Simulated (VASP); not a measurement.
## Mg: relaxation of cell and atoms with PBEsol

The system is Mg.

```xyz
1
Lattice="-1.7728 1.7728 1.7728 1.7728 -1.7728 1.7728 1.7728 1.7728 -1.7728" Properties=species:S:1:pos:R:3 pbc="T T T"
Mg    0.0000    0.0000    0.0000
```

This isn't the form of Mg at room conditions, which is hcp.

```json
{
  "Program": "VASP 6.6.1",
  "Task": "relaxation of cell and atoms",
  "Functional": "PBEsol",
  "Potentials or basis": "VASP PAW PBE potentials, release 64 (Mg)",
  "Cutoff": "600 eV",
  "k mesh": "16 × 16 × 16",
  "Occupations": "gaussian, width 0.1 eV",
  "Spin": "no spin polarisation",
  "Target pressure": "50 GPa",
  "Dipole correction": "no",
  "Further INCAR settings": "ALGO = Fast; EDIFF = 1e-07; IBRION = 2; EDIFFG = -0.002; NSW = 100; ISIF = 3"
}
```

```json
{
  "Relaxed volume": "13.58 Å³/atom",
  "Relaxed cell": "a = 2.603 Å, b = 2.603 Å, c = 2.603 Å, α = 109.47°, β = 109.47°, γ = 109.47°",
  "Space group after relaxing (to 0.1 Å)": "Im-3m (No. 229)",
  "Energy change on relaxing (the run minimises the enthalpy)": "+913.2 meV/atom",
  "Ionic steps": "17",
  "Pressure after relaxing": "50.0 GPa",
  "Band gap on the k mesh": "zero (bands 1 and 2 overlap by 4.86 eV)"
}
```

Step by step:
```
step  energy change (eV)  largest force (eV/Å)  pressure (GPa)  volume (Å³)
   1              0.0000                0.0000            0.30        22.29
   2              8.7898                0.0000          491.81         6.60
   3              0.5594                0.0000           33.48        14.96
   4              0.7537                0.0000           42.58        14.14
   5              0.9172                0.0000           50.18        13.57
   6              0.8722                0.0000           48.09        13.72
   7              0.8742                0.0000           48.19        13.71
   8              0.8804                0.0000           48.47        13.69
   9              0.8805                0.0000           48.48        13.69
  10              0.8808                0.0000           48.49        13.69
  11              0.8814                0.0000           48.52        13.69
  12              0.8825                0.0000           48.57        13.68
  13              0.8849                0.0000           48.68        13.68
  14              0.8896                0.0000           48.90        13.66
  15              0.8991                0.0000           49.35        13.63
  16              0.9184                0.0000           50.24        13.57
  17              0.9132                0.0000           50.00        13.58
```

Final structure:
```cif
data_structure
_symmetry_space_group_name_H-M 'P 1'
_symmetry_Int_Tables_number 1
_cell_length_a 2.6034
_cell_length_b 2.6034
_cell_length_c 2.6034
_cell_angle_alpha 109.471
_cell_angle_beta 109.471
_cell_angle_gamma 109.471
_cell_volume 13.58
loop_
_atom_site_label
_atom_site_type_symbol
_atom_site_fract_x
_atom_site_fract_y
_atom_site_fract_z
_atom_site_occupancy
Mg1 Mg 0.00000 0.00000 0.00000 1
```

Levels at points of the mesh, in eV from the Fermi level:
```
           k point  band 1  band 2  band 3  band 4  band 5
(0.00, 0.00, 0.00)   -9.53   16.96   16.96   16.96   19.66
(0.50, 0.00, 0.00)   -2.25   -0.90   10.63   14.19   14.43
(0.50, 0.50, 0.50)    3.96    3.96    5.90    5.90    5.90
```

Wall time 120 s on 1 thread of Intel Xeon 8259CL (shared host), peak memory 0.2 GiB.

Caveat: the cell is relaxed towards a set pressure, so the run minimises the enthalpy, not the energy; the volume moved by over 15 % at a fixed basis, so the end points are rough; the PAW data sets were made with another functional, which shifts forces and pressure a little.
